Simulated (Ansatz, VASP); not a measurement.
**CdSe: VASP beside Ansatz**

```
CELL_PARAMETERS angstrom
4.08357 0.00000 0.00000
-2.04179 3.53648 0.00000
0.00000 0.00000 7.19058
ATOMIC_POSITIONS crystal
Cd 0.66667 0.33333 0.00000
Cd 0.33333 0.66667 0.50000
Se 0.66667 0.33333 0.37500
Se 0.33333 0.66667 0.87500
```

Change from the starting cell: strain -0.050 along x and y, +0.025 along z, atoms carried along.

Alike in both runs: task single point; functional PBE; k mesh 6 × 6 × 4; occupations gaussian, width 0.05 eV; no spin polarisation.

```csv
,VASP,Ansatz
version,VASP 6.6.1,Ansatz 0.2.0
potentials or method,"VASP PAW PBE potentials, release 64 (Cd, Se), cutoff 520 eV","scalar-relativistic, plane waves, PAW"
valence electrons in the cell,36,72
```

Ansatz gave:

| Quantity | Value |
| --- | --- |
| gap on the k mesh at the Fermi level (eV) | 0.69 |
| least direct gap on the mesh (eV) | 0.69 |
| pressure (GPa) | 8.9 |
| traceless stress, the component that is largest in VASP (GPa) | -5.68 |
| rms of the force components (eV/Å) | 0.417 |

Task: Which values does VASP return?

Result: gap on the k mesh at the Fermi level (eV): 0.69; least direct gap on the mesh (eV): 0.69; pressure (GPa): 9.4; traceless stress, the component that is largest in VASP (GPa): -5.81; rms of the force components (eV/Å): 0.434.

Atom by atom the forces differ by 0.016 eV/Å (rms over components). The functional is the same, so the differences come from potentials, cutoffs and numerics. VASP's potentials hold 36 valence electrons a cell and Ansatz's 72, so a difference there can come from the potentials and not from the codes.
